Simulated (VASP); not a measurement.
# SiC in VASP: relaxation of the atoms with PBE

Aim: the relaxation of the atoms of SiC with PBE.

Program: VASP 6.6.1. These are calculated values, not measurements. Logs are shortened: lines on timing, memory, paths and dates and some standing lists are left out, and cuts for length are marked.

## (1) The cell of the first run

The cell holds a slab with vacuum, 8 atoms: a = 3.092 Å, b = 5.074 Å, c = 17.570 Å, α = 90.00°, β = 90.00°, γ = 90.00°.

## (2) Relaxation of the atoms, PBE

Contents of INCAR:

```
SYSTEM = SiC
PREC = Accurate
ENCUT = 520
EDIFF = 1E-7
ISMEAR = 0
SIGMA = 0.05
LREAL = .FALSE.
LASPH = .TRUE.
NELM = 60
ALGO = Normal
ISIF = 2
LWAVE = .FALSE.
LCHARG = .FALSE.
LDIPOL = .TRUE.
IDIPOL = 3
DIPOL = 0.5 0.5 0.500
GGA = PE
IBRION = 2
NSW = 70
EDIFFG = -0.03
```

Contents of KPOINTS:

```
Automatic mesh
0
G
  9 5 1
  0 0 0
```

Contents of POSCAR:

```
SiC
1.0
    3.0920147294      0.0000000000      0.0000000000
    0.0000000000      5.0738209150      0.0000000000
    0.0000000000      0.0000000000     17.5703510727
Si C
4 4
Selective dynamics
Direct
    0.0000000000      0.9954360478      0.3983984140  F F F
    0.5000000000      0.4954360478      0.4491992070  F F F
    0.5000000000      0.9954360478      0.5508007930  T T T
    0.0000000000      0.4954360478      0.6016015860  T T T
    0.0000000000      0.6195639522      0.3983984140  F F F
    0.5000000000      0.1195639522      0.4491992070  F F F
    0.5000000000      0.6195639522      0.5508007930  T T T
    0.0000000000      0.1195639522      0.6016015860  T T T
```

Potentials or basis: VASP PAW PBE potentials, release 64 (Si, C).

Started as:

```
> cat potpaw_PBE.64/Si/POTCAR potpaw_PBE.64/C/POTCAR > POTCAR
> mpirun -np 1 vasp_std > vasp.out
```

OUTCAR:

```text
SYSTEM = SiC
   PREC = Accurate
   ENCUT = 520
   EDIFF = 1E-7
   ISMEAR = 0
   LREAL = .FALSE.
   LASPH = .TRUE.
   NELM = 60
   ISIF = 2
   GGA = PE
   IBRION = 2
   NSW = 70
   EDIFFG = -0.03

 ion  position               nearest neighbor table
   1  0.000  0.995  0.398-   6 1.89   6 1.89   5 1.91   3 3.09   3 3.09   2 3.10   2 3.10   2 3.10
                             2 3.10
   2  0.500  0.495  0.449-   7 1.89   5 1.89   5 1.89   6 1.91   4 3.09   4 3.09   3 3.10   3 3.10
                             1 3.10   1 3.10   1 3.10   1 3.10
   3  0.500  0.995  0.551-   6 1.89   8 1.89   8 1.89   7 1.91   1 3.09   1 3.09   2 3.10   2 3.10
                             4 3.10   4 3.10   4 3.10   4 3.10
   4  0.000  0.495  0.602-   7 1.89   7 1.89   8 1.91   2 3.09   2 3.09   3 3.10   3 3.10   3 3.10
                             3 3.10
   5  0.000  0.620  0.398-   2 1.89   2 1.89   1 1.91
   6  0.500  0.120  0.449-   3 1.89   1 1.89   1 1.89   2 1.91
   7  0.500  0.620  0.551-   2 1.89   4 1.89   4 1.89   3 1.91
   8  0.000  0.120  0.602-   3 1.89   3 1.89   4 1.91

  LATTYP: Found a simple orthorhombic cell.
 ALAT       =     3.0920147294
 B/A-ratio  =     1.6409433198
 C/A-ratio  =     5.6824926821

  Lattice vectors:

 A1 = (   3.0920147294,   0.0000000000,   0.0000000000)
 A2 = (   0.0000000000,   5.0738209150,   0.0000000000)
 A3 = (   0.0000000000,   0.0000000000,  17.5703510727)

Analysis of symmetry for initial positions (statically):
=====================================================================
 Subroutine PRICEL returns:
 Original cell was already a primitive cell.

 Routine SETGRP: Setting up the symmetry group for a
 simple orthorhombic supercell.

 Subroutine GETGRP returns: Found  4 space group operations
 (whereof  2 operations were pure point group operations)
 out of a pool of  8 trial point group operations.

The static configuration has the point symmetry C_1h.
 The point group associated with its full space group is C_2v.

Analysis of symmetry for dynamics (positions and initial velocities):
=====================================================================
 Subroutine PRICEL returns:
 Original cell was already a primitive cell.

 Routine SETGRP: Setting up the symmetry group for a
 simple orthorhombic supercell.

 Subroutine GETGRP returns: Found  4 space group operations
 (whereof  2 operations were pure point group operations)
 out of a pool of  8 trial point group operations.

The dynamic configuration has the point symmetry C_1h.
 The point group associated with its full space group is C_2v.

Analysis of constrained symmetry for selective dynamics:
=====================================================================
 Subroutine PRICEL returns:
 Original cell was already a primitive cell.

 Routine SETGRP: Setting up the symmetry group for a
 simple orthorhombic supercell.

 Subroutine GETGRP returns: Found  2 space group operations
 (whereof  2 operations were pure point group operations)
 out of a pool of  8 trial point group operations.

The constrained configuration has the point symmetry C_1h.

 Subroutine INISYM returns: Found  2 space group operations
 (whereof  2 operations are pure point group operations),
 and found     1 'primitive' translations

----------------------------------------------------------------------------------------

                                     Primitive cell

  volume of cell :     275.6494

  direct lattice vectors                    reciprocal lattice vectors
     3.092014729  0.000000000  0.000000000     0.323413725  0.000000000  0.000000000
     0.000000000  5.073820915  0.000000000     0.000000000  0.197090125  0.000000000
     0.000000000  0.000000000 17.570351073     0.000000000  0.000000000  0.056914059

[... 74 lines left out ...]
   NGXF,Y,Z  is equivalent  to a cutoff of  25.81, 26.21, 26.49 a.u.
 SYSTEM =  SiC
   PREC   = accura    normal or accurate (medium, high low for compatibility)
   ISTART =      0    job   : 0-new  1-cont  2-samecut
   ICHARG =      2    charge: 1-file 2-atom 10-const
   ISPIN  =      1    spin polarized calculation?
   LNONCOLLINEAR =      F non collinear calculations
   LSORBIT =      F    spin-orbit coupling
   LASPH  =      T    aspherical Exc in radial PAW
   ENCUT  =  520.0 eV  38.22 Ry    6.18 a.u.   5.75  9.43 32.67*2*pi/ulx,y,z
   NELM   =     60;   NELMIN=  2; NELMDL= -5     # of ELM steps
   EDIFF  = 0.1E-06   stopping-criterion for ELM
   LREAL  =      F    real-space projection
   EDIFFG = -.3E-01   stopping-criterion for IOM
   NSW    =     70    number of steps for IOM
   IBRION =      2    ionic relax: 0-MD 1-quasi-New 2-CG
   NFREE  =      1    steps in history (QN), initial steepest desc. (CG)
   ISIF   =      2    stress and relaxation
   ISYM   =      2    0-nonsym 1-usesym 2-fastsym
   POTIM  = 0.5000    time-step for ionic-motion
   TEBEG  =    0.0;   TEEND  =   0.0 temperature during run
   PSTRESS=    0.0 pullay stress
   NELECT =      32.0000    total number of electrons
   NUPDOWN=      -1.0000    fix difference up-down
   EMIN   =  10.00;   EMAX   =-10.00  energy-range for DOS
   EFERMI =   0.00;   METHOD = LEGACY
   ISMEAR =     0;   SIGMA  =   0.05  broadening in eV -4-tet -1-fermi 0-gaus
   EFERMI_NEDOS =   21; number of points for ismear=-14 and -15
   IALGO  =     38    algorithm
   IMIX   =      4    mixing-type and parameters
     AMIX     =   0.40;   BMIX     =  1.00
     AMIX_MAG =   1.60;   BMIX_MAG =  1.00
  volume/ion in A,a.u.               =      34.46       232.52
  Fermi-wavevector in a.u.,A,eV,Ry     =   0.798618  1.509169  8.677670  0.637791
  Thomas-Fermi vector in A             =   1.905564
   LORBIT       =      0    0 simple, 1 ext, 2 COOP (PROOUT), +10 PAW based schemes
   GGA     = PE    functional components
   LHFCALC =     F    Hartree Fock is set to
   AEXX    =    0.0000 exact exchange contribution
   IVDW    =     0    specifies the selected vdW correction
   LEPSILON=     F    determine dielectric tensor
   LRPA    =     F    only Hartree local field effects (RPA)
 conjugate gradient relaxation of ions
 non-spin polarized calculation
 Gauss-broadening in eV      SIGMA  =   0.05
  energy-cutoff  :      520.00
  volume of cell :      275.65
 maximum number of plane-waves:      7468
 NGX is ok and might be reduce to    24
   NGX = 11   NGY = 19   NGZ = 65

 dipolmoment           0.000000      0.000000      0.000000 electrons x Angstroem

--------------------------------------- Ionic step        1  -------------------------------------------

 number of electron      31.9999996 magnetization

 Free energy of the ion-electron system (eV)
  ---------------------------------------------------
  ext. energy  EPLUGINS =         0.00000000
  ---------------------------------------------------
  free energy    TOTEN  =       -54.37092315 eV

  energy without entropy =      -54.37089820  energy(sigma->0) =      -54.37091067

------------------------ aborting loop because EDIFF is reached ----------------------------------------

  FORCE on cell =-STRESS in cart. coord.  units (eV):
  Direction    XX          YY          ZZ          XY          YZ          ZX
  --------------------------------------------------------------------------------------
  -------------------------------------------------------------------------------------
  Total        0.6714984     -7.7103718     -4.8368526      0.0000000     -0.0000030      0.0000000
  in kB        3.9029987    -44.8155546    -28.1135899      0.0000000     -0.0000176      0.0000000
  external PRESSURE =     -23.0087153 kB  Pullay stress =       0.0000000 kB
[... 107 lines left out ...]
  FREE ENERGIE OF THE ION-ELECTRON SYSTEM (eV)
  ---------------------------------------------------
  free  energy   TOTEN  =       -54.9705519618 eV

  energy  without entropy=      -54.9705519618  energy(sigma->0) =      -54.97055196

[... ionic steps 4 to 19 ...]

--------------------------------------- Ionic step       20  -------------------------------------------

 number of electron      31.9999997 magnetization

------------------------ aborting loop because EDIFF is reached ----------------------------------------
[... 39 lines left out ...]
 number of electron      31.9999997 magnetization

------------------------ aborting loop because EDIFF is reached ----------------------------------------

 vacuum level on the upper side and lower side of the slab       (xc-potential included)        -0.143         0.034

  FORCE on cell =-STRESS in cart. coord.  units (eV):
  Direction    XX          YY          ZZ          XY          YZ          ZX
  --------------------------------------------------------------------------------------
  -------------------------------------------------------------------------------------
  Total        2.5709373     -1.1622706     -3.2109408      0.0000000      0.7508137      0.0000000
  in kB       14.9432457     -6.7555498    -18.6631849      0.0000000      4.3640090      0.0000000
  external PRESSURE =      -3.4918297 kB  Pullay stress =       0.0000000 kB
[... 29 lines left out ...]
--------------------------------------- Ionic step       22  -------------------------------------------

 number of electron      31.9999997 magnetization

 dipolmoment           0.000000      0.000000     -0.017996 electrons x Angstroem

 Free energy of the ion-electron system (eV)
  ---------------------------------------------------
  ext. energy  EPLUGINS =         0.00000000
  ---------------------------------------------------
  free energy    TOTEN  =       -55.10401393 eV

  energy without entropy =      -55.10401393  energy(sigma->0) =      -55.10401393

 E-fermi :  -0.6256     XC(G=0):  -4.3946

 val. band max:       -0.9068096096   @ k =   0.1111   0.0000   0.0000
 cond. band min:      -0.3445065873   @ k =   0.4444   0.4000   0.0000
 fundamental gap:      0.5623030224
 Fermi energy:        -0.6255836940

 k-point     1 :       0.0000    0.0000    0.0000
  band No.  band energies     occupation
      1     -16.2570      2.00000
      2     -14.2540      2.00000
      3     -12.7155      2.00000
      4     -11.1139      2.00000
      5      -9.5519      2.00000
      6      -8.6165      2.00000
[... 349 lines left out ...]
     20       3.1619      0.00000
     21       3.6081      0.00000

------------------------ aborting loop because EDIFF is reached ----------------------------------------

 vacuum level on the upper side and lower side of the slab       (xc-potential included)        -0.214        -0.010

  FORCE on cell =-STRESS in cart. coord.  units (eV):
  Direction    XX          YY          ZZ          XY          YZ          ZX
  --------------------------------------------------------------------------------------
  -------------------------------------------------------------------------------------
  Total        2.5488926     -1.1553124     -3.2262831      0.0000000      0.7729569      0.0000000
  in kB       14.8151138     -6.7151061    -18.7523597      0.0000000      4.4927135      0.0000000
  external PRESSURE =      -3.5507840 kB  Pullay stress =       0.0000000 kB
[... 23 lines left out ...]
  FREE ENERGIE OF THE ION-ELECTRON SYSTEM (eV)
  ---------------------------------------------------
  free  energy   TOTEN  =       -55.1040139333 eV

  energy  without entropy=      -55.1040139333  energy(sigma->0) =      -55.10401393

 reached required accuracy - stopping structural energy minimisation

 vacuum level on the upper side and lower side of the slab         3.892         4.098
```

Wall time 15 min (1 thread of AMD EPYC 9R45 (Zen 5), shared host); peak memory 0.38 GiB.

Results:

| Item | Value |
| --- | --- |
| Free energy | -55.1040 eV |
| Energy gained by relaxing | 91.6 meV/atom |
| Ionic steps | 22 |
| Band gap on the k mesh | 0.56 eV (least direct gap 0.79 eV) |

Step by step:
| step | energy change (eV) | largest force on free atoms (eV/Å) | pressure (GPa) |
| --- | --- | --- | --- |
| 1 | 0.0000 | 3.0207 | -2.30 |
| 2 | -0.5966 | 1.5826 | -1.23 |
| 3 | -0.5996 | 1.7405 | -1.12 |
| 4 | -0.6831 | 1.1874 | -0.81 |
| 5 | -0.6902 | 0.8411 | -0.91 |
| 6 | -0.7133 | 0.4368 | -0.61 |
| 7 | -0.7144 | 0.2943 | -0.67 |
| 8 | -0.7228 | 0.2806 | -0.59 |
| 9 | -0.7240 | 0.2865 | -0.55 |
| 10 | -0.7293 | 0.1943 | -0.49 |
| 11 | -0.7296 | 0.2206 | -0.47 |
| 12 | -0.7309 | 0.2532 | -0.42 |
| 13 | -0.7313 | 0.1338 | -0.44 |
| 14 | -0.7320 | 0.1134 | -0.38 |
| 15 | -0.7320 | 0.0841 | -0.39 |
| 16 | -0.7325 | 0.0551 | -0.37 |
| 17 | -0.7327 | 0.0631 | -0.36 |
| 18 | -0.7329 | 0.0665 | -0.34 |
| 19 | -0.7329 | 0.0625 | -0.34 |
| 20 | -0.7330 | 0.0622 | -0.35 |
| 21 | -0.7330 | 0.0328 | -0.35 |
| 22 | -0.7331 | 0.0215 | -0.36 |

Final structure:
```
Si C
1.0
     3.09201    0.00000    0.00000
     0.00000    5.07382    0.00000
     0.00000    0.00000   17.57035
Si C
4 4
Direct
  0.00000 0.99544 0.39840
  0.50000 0.49544 0.44920
  0.50000 0.99468 0.55547
  0.00000 0.46632 0.58672
  0.00000 0.61956 0.39840
  0.50000 0.11956 0.44920
  0.50000 0.62624 0.55607
  0.00000 0.12491 0.59554
```

Levels at points of the mesh, in eV from the valence-band top:
```tsv
k point	band 14	band 15	band 16	band 17	band 18	band 19
(0.00, 0.00, 0.00)	-1.17	-0.24	-0.08	0.96	2.51	3.19
```

Caveat: semilocal functionals underestimate gaps, and a narrow one can read as zero.
